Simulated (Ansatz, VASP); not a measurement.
**Two plane-wave programs on HgS3**

```
CELL_PARAMETERS angstrom
3.73204 2.15470 2.80148
-3.73204 2.15470 2.80148
0.00000 -4.30939 2.80148
ATOMIC_POSITIONS crystal
Hg 0.50410 0.50410 0.50410
S 0.73270 0.01253 0.01253
S 0.01253 0.73270 0.01253
S 0.01253 0.01253 0.73270
```

Alike in both runs: task relaxation of cell and atoms; functional PBE; k mesh 6 × 6 × 6; occupations gaussian, width 0.02 eV; no spin polarisation.

```csv
,VASP,Ansatz
version,VASP 6.6.1,Ansatz 0.2.0
potentials or method,"VASP PAW PBE potentials, release 64 (Hg, S), cutoff 600 eV","scalar-relativistic, plane waves, PAW"
valence electrons in the cell,30,38
```

Ansatz gave:

- gap on the k mesh at the Fermi level, each at its own relaxed structure (eV): 1.35
- relaxed volume (Å³/atom): 33.72
- relaxed length of the cell vector where the two differ most in proportion (Å): 5.228

**Question.** Which values does VASP return?

**Answer.** gap on the k mesh at the Fermi level, each at its own relaxed structure (eV): 1.42; relaxed volume (Å³/atom): 34.08; relaxed length of the cell vector where the two differ most in proportion (Å): 5.248.

VASP's potentials hold 30 valence electrons a cell and Ansatz's 38, so a difference there can come from the potentials and not from the codes.

Neither program's run includes spin-orbit coupling.
